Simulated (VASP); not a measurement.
Here is a VASP 6.6.1 calculation.

The input INCAR:

```
SYSTEM = TePb
ALGO = Normal
EDIFF = 1E-7
ENCUT = 520
GGA = CA
ISIF = 2
ISMEAR = 1
ISPIN = 2
LASPH = .True.
LCHARG = .False.
LORBIT = 11
LREAL = .False.
LWAVE = .False.
MAGMOM = 0.01 0
NBANDS = 21
NELM = 150
PREC = Accurate
SIGMA = 0.1
```

KPOINTS

```
k-points
0
Gamma
  7 7 7
  0 0 0
```

POSCAR

```
TePb
1.0
    0.0000000000      3.2093147829      3.2093147829
    3.2093147829      0.0000000000      3.2093147829
    3.2093147829      3.2093147829      0.0000000000
Pb Te
1 1
Direct
    0.0000000000      0.0000000000      0.0000000000
    0.5000000000      0.5000000000      0.5000000000
```

Potentials or basis: VASP PAW LDA potentials, release 64 (Pb_d, Te).

Command:

```console
$ cat potpaw_LDA.64/Pb_d/POTCAR potpaw_LDA.64/Te/POTCAR > POTCAR
$ mpirun -np 1 vasp_std > vasp.out
```

**Question.** Estimate the net moment.

**Answer.** 0.00 μB per cell.

**Question.** What does it give for the pressure?

**Answer.** -0.8 GPa.
